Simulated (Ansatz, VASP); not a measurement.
**Al: VASP beside Ansatz**

```xyz
2
Lattice="3.0093 0.0000 0.0000 -1.5047 2.6061 0.0000 0.0000 0.0000 4.7867" Properties=species:S:1:pos:R:3 pbc="T T T"
Al    1.5047    0.8687    3.5900
Al    0.0000    1.7374    1.1967
```

Alike in both runs: task single point; functional PBEsol; k mesh 18 × 18 × 10; occupations gaussian, width 0.15 eV; no spin polarisation.

|  | VASP | Ansatz |
| --- | --- | --- |
| version | VASP 6.6.1 | Ansatz 0.2.0 |
| potentials or method | VASP PAW PBE potentials, release 64 (Al), cutoff 520 eV | scalar-relativistic, plane waves, PAW |
| valence electrons in the cell | 6 | 6 |

|  | VASP | Ansatz | Ansatz less VASP |
| --- | --- | --- | --- |
| gap on the k mesh at the Fermi level (eV) | none | none | - |
| pressure (GPa) | -7.9 | -8.0 | -0.04 |
| traceless stress, the component that is largest in VASP (GPa) | 0.69 | 0.68 | -0.007 |

VASP's potentials were made for PBE, not for PBEsol, and Ansatz warns of the same on its side. A gap of «none» marks a metal or a gap that the smearing closes.
